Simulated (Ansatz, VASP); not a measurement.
**CdGaC2N2: VASP beside Ansatz**

The input INCAR:

```
SYSTEM = CdGaC2N2
ALGO     = Normal         ! electronic algorithm
EDIFF    = 1E-7           ! SCF threshold, eV
ENCUT    = 520            ! plane-wave cutoff, eV
GGA      = PE             ! functional
ISIF     = 2              ! what is computed and relaxed
ISMEAR   = 0              ! smearing method
ISPIN    = 2              ! spin polarisation
LASPH    = .True.         ! aspherical terms in the spheres
LCHARG   = .False.        ! write CHGCAR
LORBIT   = 11             ! projections on sites
LREAL    = .False.        ! projectors in reciprocal space
LWAVE    = .False.        ! write WAVECAR
MAGMOM   = 0 0 1 1 1 1    ! initial moments
NBANDS   = 34             ! bands
NELM     = 150            ! most SCF steps
PREC     = Accurate       ! precision mode
SIGMA    = 0.1            ! smearing width, eV
```

KPOINTS

```
k-points
0
Gamma
  6 6 2
  0 0 0
```

POSCAR

```
CdGaC2N2
1.0
    3.1868425817      0.0000000000      0.0000000000
   -1.5934212909      2.7598866337      0.0000000000
    0.0000000000      0.0000000000     10.9792478462
Cd Ga C N
1 1 2 2
Direct
    0.0000000000      0.0000000000      0.5000000000
    0.0000000000      0.0000000000      0.0000000000
    0.0000000000      0.0000000000      0.8241735920
    0.0000000000      0.0000000000      0.1758264080
    0.0000000000      0.0000000000      0.7179045238
    0.0000000000      0.0000000000      0.2820954762
```

Input for Ansatz:

```yaml
crystal:
  lattice:
    - [3.1868425817, 0.0, 0.0]
    - [-1.5934212909, 2.7598866337, 0.0]
    - [0.0, 0.0, 10.9792478462]
  atoms:
    - { symbol: Cd, position: [0.0, 0.0, 0.5] }
    - { symbol: Ga, position: [0.0, 0.0, 0.0] }
    - { symbol: C, position: [0.0, 0.0, 0.824173592], spin: 1.0 }
    - { symbol: C, position: [0.0, 0.0, 0.175826408], spin: 1.0 }
    - { symbol: "N", position: [0.0, 0.0, 0.7179045238], spin: 1.0 }
    - { symbol: "N", position: [0.0, 0.0, 0.2820954762], spin: 1.0 }
basis:
  ecutwfc: 420
kpoints:
  mp_grid: { grid: [6, 6, 2] }
hamiltonian:
  xc: pbe
scf:
  occupations: { method: gaussian, width: 0.1 }
  lower_state_search: "off"
output:
  forces: true
  stress: true
  eigenvalues: true
  populations: true
magnetization:
  spin_polarized: true
```

Alike in both runs: task single point; functional PBE; k mesh 6 × 6 × 2; occupations gaussian, width 0.1 eV; collinear spin.

|  | VASP | Ansatz |
| --- | --- | --- |
| version | VASP 6.6.1 | Ansatz 0.2.0 |
| potentials or method | VASP PAW PBE potentials, release 64 (Cd, Ga_d, C, N), cutoff 520 eV | scalar-relativistic, plane waves, PAW |
| valence electrons in the cell | 43 | 51 |

Ansatz gave:

```
gap on the k mesh at the Fermi level (eV)                     : none
pressure (GPa)                                                : 0.0
traceless stress, the component that is largest in VASP (GPa) : -0.03
rms of the force components (eV/Å)                            : 0.012
net moment per atom (μB)                                      : 0.03
size of the moment on the site where the two differ most (μB) : 0.02
```

Problem. Estimate VASP's values.

Solution. gap on the k mesh at the Fermi level (eV): none; pressure (GPa): 0.5; traceless stress, the component that is largest in VASP (GPa): 0.98; rms of the force components (eV/Å): 0.195; net moment per atom (μB): 0.03; size of the moment on the site where the two differ most (μB): 0.05.

Site moments also hang on the region over which each program counts them. Atom by atom the forces differ by 0.191 eV/Å (rms over components). A gap of «none» marks a metal or a gap that the smearing closes. One of these differences is far larger than is usual between the two programs; its cause wasn't traced. VASP's potentials hold 43 valence electrons a cell and Ansatz's 51, so a difference there can come from the potentials and not from the codes. Ansatz's warnings: seeded moment not kept.

The k mesh is coarse, so the values compare programs but aren't converged. Noted on VASP's run: the standard files for N, O and F lose accuracy on very short bonds.
